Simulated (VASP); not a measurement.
# Nb in VASP: single point with PBE

Aim: the single point of Nb with PBE.

Program: VASP 6.6.1. These are calculated values, not measurements. Logs are shortened: lines on timing, memory, paths and dates and some standing lists are left out, and cuts for length are marked.

## (1) The cell of the first run

The cell holds a slab with vacuum, 4 atoms: a = 3.311 Å, b = 3.311 Å, c = 20.967 Å, α = 90.00°, β = 90.00°, γ = 90.00°.

## (2) Single point, PBE

Contents of POSCAR:

```
Nb
1.0
    3.3112325450      0.0000000000      0.0000000000
    0.0000000000      3.3112325450      0.0000000000
    0.0000000000      0.0000000000     20.9668000000
Nb
4
Direct
    0.2500000000      0.2500000000      0.3815544380
    0.7500000000      0.7500000000      0.4605181457
    0.2500000000      0.2500000000      0.5394818538
    0.7500000000      0.7500000000      0.6184455620
```

Contents of INCAR.step1:

```
ALGO = Normal ; DIPOL = 0.5 0.5 0.500
EDIFF = 1E-6 ; ENCUT = 520
GGA = PE ; IDIPOL = 3
ISIF = 2 ; ISMEAR = -1
LASPH = True ; LCHARG = True
LDIPOL = True ; LMAXMIX = 4
LREAL = False ; LWAVE = False
NBANDS = 34 ; NELM = 80
PREC = Accurate ; SIGMA = 0.05
```

Contents of KPOINTS.step1:

```
k-points
0
Gamma
  10 10 1
```

Contents of INCAR.step2:

```
ALGO = Normal ; DIPOL = 0.5 0.5 0.500
EDIFF = 1E-6 ; ENCUT = 520
GGA = PE ; ICHARG = 11
IDIPOL = 3 ; ISIF = 2
ISMEAR = -5 ; LASPH = True
LCHARG = False ; LDIPOL = True
LMAXMIX = 4 ; LORBIT = 11
LREAL = False ; LWAVE = False
NBANDS = 34 ; NEDOS = 1001
NELM = 80 ; PREC = Accurate
SIGMA = 0.05
```

Contents of KPOINTS.step2:

```
k-points
0
Gamma
  15 15 1
```

Potentials or basis: VASP PAW PBE potentials, release 64 (Nb_sv).

Started as:

```console
> cat potpaw_PBE.64/Nb_sv/POTCAR > POTCAR
> cp INCAR.step1 INCAR
> cp KPOINTS.step1 KPOINTS
> mpirun -np 1 vasp_std > vasp.out
> cp INCAR.step2 INCAR
> cp KPOINTS.step2 KPOINTS
> mpirun -np 1 vasp_std > vasp.out
```

OUTCAR:

```text
EDIFF = 1E-6
   ENCUT = 520
   GGA = PE
   ICHARG = 11
   ISIF = 2
   ISMEAR = -5
   LASPH = True
   LORBIT = 11
   LREAL = False
   NELM = 80
   PREC = Accurate

 ion  position               nearest neighbor table
   1  0.250  0.250  0.382-   2 2.87   2 2.87   2 2.87   2 2.87
   2  0.750  0.750  0.461-   1 2.87   1 2.87   1 2.87   1 2.87   3 2.87   3 2.87   3 2.87   3 2.87

   3  0.250  0.250  0.539-   2 2.87   2 2.87   2 2.87   2 2.87   4 2.87   4 2.87   4 2.87   4 2.87

   4  0.750  0.750  0.618-   3 2.87   3 2.87   3 2.87   3 2.87

  LATTYP: Found a simple tetragonal cell.
 ALAT       =     3.3112325450
 C/A-ratio  =     6.3320228087

  Lattice vectors:

 A1 = (   3.3112325450,   0.0000000000,   0.0000000000)
 A2 = (   0.0000000000,   3.3112325450,   0.0000000000)
 A3 = (   0.0000000000,   0.0000000000,  20.9668000000)

Analysis of symmetry for initial positions (statically):
=====================================================================
 Subroutine PRICEL returns:
 Original cell was already a primitive cell.

 Routine SETGRP: Setting up the symmetry group for a
 simple tetragonal supercell.

 Subroutine GETGRP returns: Found 16 space group operations
 (whereof  4 operations were pure point group operations)
 out of a pool of 16 trial point group operations.

The static configuration has the point symmetry C_2h.
 The point group associated with its full space group is D_4h.

Analysis of symmetry for dynamics (positions and initial velocities):
=====================================================================
 Subroutine PRICEL returns:
 Original cell was already a primitive cell.

 Routine SETGRP: Setting up the symmetry group for a
 simple tetragonal supercell.

 Subroutine GETGRP returns: Found 16 space group operations
 (whereof  4 operations were pure point group operations)
 out of a pool of 16 trial point group operations.

The dynamic configuration has the point symmetry C_2h.
 The point group associated with its full space group is D_4h.

 Subroutine INISYM returns: Found 16 space group operations
 (whereof  4 operations are pure point group operations),
 and found     1 'primitive' translations

----------------------------------------------------------------------------------------

                                     Primitive cell

  volume of cell :     229.8855

  direct lattice vectors                    reciprocal lattice vectors
     3.311232545  0.000000000  0.000000000     0.302002347  0.000000000  0.000000000
     0.000000000  3.311232545  0.000000000     0.000000000  0.302002347  0.000000000
     0.000000000  0.000000000 20.966800000     0.000000000  0.000000000  0.047694450

  length of vectors
     3.311232545  3.311232545 20.966800000     0.302002347  0.302002347  0.047694450

  position of ions in fractional coordinates (direct lattice)
     0.250000000  0.250000000  0.381554438
     0.750000000  0.750000000  0.460518146
     0.250000000  0.250000000  0.539481854
     0.750000000  0.750000000  0.618445562

  ion indices of the primitive-cell ions
   primitive index   ion index
                 1           1
                 2           2
                 3           3
                 4           4

----------------------------------------------------------------------------------------

 KPOINTS: k-points

Automatic generation of k-mesh.
 Grid dimensions read from file:
 generate k-points for:   15   15    1

 Generating k-lattice:

  Cartesian coordinates                     Fractional coordinates (reciprocal lattice)
     0.020133490  0.000000000  0.000000000     0.066666667  0.000000000  0.000000000
     0.000000000  0.020133490  0.000000000     0.000000000  0.066666667  0.000000000
     0.000000000  0.000000000  0.047694450     0.000000000  0.000000000  1.000000000

  Length of vectors
     0.020133490  0.020133490  0.047694450

  Shift w.r.t. Gamma in fractional coordinates (k-lattice)
     0.000000000  0.000000000  0.000000000

 TETIRR: Found    321 inequivalent tetrahedra from     1350

 Subroutine IBZKPT returns following result:
 ===========================================

 Found     36 irreducible k-points:

 Following reciprocal coordinates:
            Coordinates               Weight
  0.000000  0.000000  0.000000      1.000000
  0.066667  0.000000  0.000000      4.000000
  0.133333  0.000000  0.000000      4.000000
  0.200000  0.000000  0.000000      4.000000
  0.266667  0.000000  0.000000      4.000000
  0.333333  0.000000  0.000000      4.000000
[... 16 lines left out ...]
  0.266667  0.200000  0.000000      8.000000
  0.333333  0.200000  0.000000      8.000000
 [... further k-points ...]
   k-points           NKPTS =     36   k-points in BZ     NKDIM =     36   number of bands    NBANDS=     34
   number of dos      NEDOS =   1001   number of ions     NIONS =      4
   total plane-waves  NPLWV = 125440
   dimension x,y,z NGX =    28 NGY =   28 NGZ =  160
   dimension x,y,z NGXF=    56 NGYF=   56 NGZF=  320
   ions per type =               4
   NGX,Y,Z   is equivalent  to a cutoff of  14.06, 14.06, 12.69 a.u.
   NGXF,Y,Z  is equivalent  to a cutoff of  28.12, 28.12, 25.37 a.u.
 SYSTEM =  unknown system
   PREC   = accura    normal or accurate (medium, high low for compatibility)
   ISTART =      0    job   : 0-new  1-cont  2-samecut
   ICHARG =     11    charge: 1-file 2-atom 10-const
   ISPIN  =      1    spin polarized calculation?
   LNONCOLLINEAR =      F non collinear calculations
   LSORBIT =      F    spin-orbit coupling
   LASPH  =      T    aspherical Exc in radial PAW
   ENCUT  =  520.0 eV  38.22 Ry    6.18 a.u.   6.16  6.16 38.98*2*pi/ulx,y,z
   NELM   =     80;   NELMIN=  2; NELMDL=  0     # of ELM steps
   EDIFF  = 0.1E-05   stopping-criterion for ELM
   LREAL  =      F    real-space projection
[... 7 lines left out ...]
   TEBEG  =    0.0;   TEEND  =   0.0 temperature during run
   PSTRESS=    0.0 pullay stress
   NELECT =      52.0000    total number of electrons
   NUPDOWN=      -1.0000    fix difference up-down
   EMIN   =  10.00;   EMAX   =-10.00  energy-range for DOS
   EFERMI =   0.00;   METHOD = LEGACY
   ISMEAR =    -5;   SIGMA  =   0.05  broadening in eV -4-tet -1-fermi 0-gaus
   EFERMI_NEDOS =   21; number of points for ismear=-14 and -15
   IALGO  =     38    algorithm
   IMIX   =      4    mixing-type and parameters
     AMIX     =   0.40;   BMIX     =  1.00
     AMIX_MAG =   1.60;   BMIX_MAG =  1.00
  volume/ion in A,a.u.               =      57.47       387.84
  Fermi-wavevector in a.u.,A,eV,Ry     =   0.997483  1.884969 13.537417  0.994972
  Thomas-Fermi vector in A             =   2.129642
   LORBIT       =     11    0 simple, 1 ext, 2 COOP (PROOUT), +10 PAW based schemes
   GGA     = PE    functional components
   LHFCALC =     F    Hartree Fock is set to
   AEXX    =    0.0000 exact exchange contribution
   IVDW    =     0    specifies the selected vdW correction
   LEPSILON=     F    determine dielectric tensor
   LRPA    =     F    only Hartree local field effects (RPA)
 non-spin polarized calculation
 Fermi weights with tetrahedron method with Bloechl corrections
  energy-cutoff  :      520.00
  volume of cell :      229.89
 maximum number of plane-waves:      6230
 NGX is ok and might be reduce to    28

 number of electron      52.0000003 magnetization

 dipolmoment           0.000000      0.000000     -0.000000 electrons x Angstroem

 Free energy of the ion-electron system (eV)
  ---------------------------------------------------
  ext. energy  EPLUGINS =         0.00000000
  ---------------------------------------------------
  free energy    TOTEN  =       -37.20563339 eV

  energy without entropy =      -37.20563339  energy(sigma->0) =      -37.20563339

 E-fermi :   1.2461     XC(G=0):  -5.1063

 val. band max:        1.2643550538   @ k =   0.4667   0.1333   0.0000
 cond. band min:       1.2392925573   @ k =   0.2667   0.0667   0.0000
 fundamental gap:     -0.0250624965
 Fermi energy:         1.2461157791

 k-point     1 :       0.0000    0.0000    0.0000
  band No.  band energies     occupation
      1     -53.9283      2.00000
      2     -53.9217      2.00000
      3     -53.3483      2.00000
      4     -53.1541      2.00000
      5     -30.0788      2.00000
      6     -30.0505      2.00000
[... 26 lines left out ...]
     33       2.7949      0.00000
     34       3.0967      0.00000

 k-point     2 :       0.0667    0.0000    0.0000
  band No.  band energies     occupation
      1     -53.9268      2.00000
      2     -53.9205      2.00000
      3     -53.3462      2.00000
      4     -53.1560      2.00000
      5     -30.0866      2.00000
      6     -30.0489      2.00000
[... 26 lines left out ...]
     33       3.1416      0.00000
     34       3.1705      0.00000

 k-point     3 :       0.1333    0.0000    0.0000
  band No.  band energies     occupation
      1     -53.9224      2.00000
      2     -53.9170      2.00000
      3     -53.3398      2.00000
      4     -53.1617      2.00000
      5     -30.1071      2.00000
      6     -30.0452      2.00000
[... 26 lines left out ...]
     33       3.3398      0.00000
     34       3.6837      0.00000

 k-point     4 :       0.2000    0.0000    0.0000
  band No.  band energies     occupation
      1     -53.9161      2.00000
      2     -53.9117      2.00000
      3     -53.3295      2.00000
      4     -53.1711      2.00000
      5     -30.1345      2.00000
      6     -30.0426      2.00000
[... 26 lines left out ...]
     33       3.3867      0.00000
     34       3.5903      0.00000

 k-point     5 :       0.2667    0.0000    0.0000
  band No.  band energies     occupation
      1     -53.9087      2.00000
      2     -53.9057      2.00000
      3     -53.3156      2.00000
      4     -53.1840      2.00000
      5     -30.1630      2.00000
      6     -30.1112      2.00000
[... 621 lines left out ...]
 k-point    22 :       0.2000    0.2000    0.0000
  band No.  band energies     occupation
      1     -53.9060      2.00000
      2     -53.9030      2.00000
      3     -53.3119      2.00000
      4     -53.1830      2.00000
      5     -30.1303      2.00000
      6     -30.0430      2.00000
[... 26 lines left out ...]
     33       3.7413      0.00000
     34       3.9362      0.00000

 k-point    23 :       0.2667    0.2000    0.0000
  band No.  band energies     occupation
      1     -53.8999      2.00000
      2     -53.8978      2.00000
      3     -53.2993      2.00000
      4     -53.1923      2.00000
      5     -30.1406      2.00000
      6     -30.0654      2.00000
[... 26 lines left out ...]
     33       3.8661      0.00000
     34       4.0119      0.00000

 k-point    24 :       0.3333    0.2000    0.0000
  band No.  band energies     occupation
      1     -53.8941      2.00000
      2     -53.8928      2.00000
      3     -53.2843      2.00000
      4     -53.2041      2.00000
      5     -30.1564      2.00000
      6     -30.1096      2.00000
[... 26 lines left out ...]
     33       3.8029      0.00000
     34       3.8444      0.00000

 [... further k-points ...]

------------------------ aborting loop because EDIFF is reached ----------------------------------------

 vacuum level on the upper side and lower side of the slab       (xc-potential included)        -0.173        -0.173

  FORCE on cell =-STRESS in cart. coord.  units (eV):
  Direction    XX          YY          ZZ          XY          YZ          ZX
  --------------------------------------------------------------------------------------
  -------------------------------------------------------------------------------------
  Total       -6.2013589     -6.2013589     -4.2452081     -0.0000000      0.0000000      0.0000000
  in kB      -43.2201163    -43.2201163    -29.5868036     -0.0000000      0.0000000      0.0000000
  external PRESSURE =     -38.6756787 kB  Pullay stress =       0.0000000 kB

 VOLUME and BASIS-vectors are now :
 -----------------------------------------------------------------------------
  energy-cutoff  :      520.00
  volume of cell :      229.89
      direct lattice vectors                 reciprocal lattice vectors
     3.311232545  0.000000000  0.000000000     0.302002347  0.000000000  0.000000000
     0.000000000  3.311232545  0.000000000     0.000000000  0.302002347  0.000000000
     0.000000000  0.000000000 20.966800000     0.000000000  0.000000000  0.047694450

 POSITION                                       TOTAL-FORCE (eV/Angst)
 -----------------------------------------------------------------------------------
      0.82781      0.82781      7.99998        -0.000000      0.000000      0.737335
      2.48342      2.48342      9.65559        -0.000000      0.000000     -0.158950
      0.82781      0.82781     11.31121         0.000000     -0.000000      0.158950
      2.48342      2.48342     12.96682        -0.000000      0.000000     -0.737335
 -----------------------------------------------------------------------------------
    total drift:                                0.000000     -0.000000      0.000006

  FREE ENERGIE OF THE ION-ELECTRON SYSTEM (eV)
  ---------------------------------------------------
  free  energy   TOTEN  =       -37.2056333874 eV

  energy  without entropy=      -37.2056333874  energy(sigma->0) =      -37.20563339

 vacuum level on the upper side and lower side of the slab         4.780         4.780

 total charge

# of ion       s       p       d       tot
------------------------------------------
    1        2.211   5.944   2.414  10.569
    2        2.219   6.010   2.441  10.669
    3        2.219   6.010   2.441  10.669
    4        2.211   5.944   2.414  10.569
--------------------------------------------------
tot          8.860  23.908   9.709  42.477
```

Wall time 11 min (1 thread of Intel Xeon 8259CL, shared host); peak memory 0.43 GiB.

Results:

```yaml
Valence_electrons_inside_the_program's_atomic_spheres: Nb 10.57, 10.67 (each value once)
```

Caveat: tetrahedron occupations give inexact forces and stress in metals.
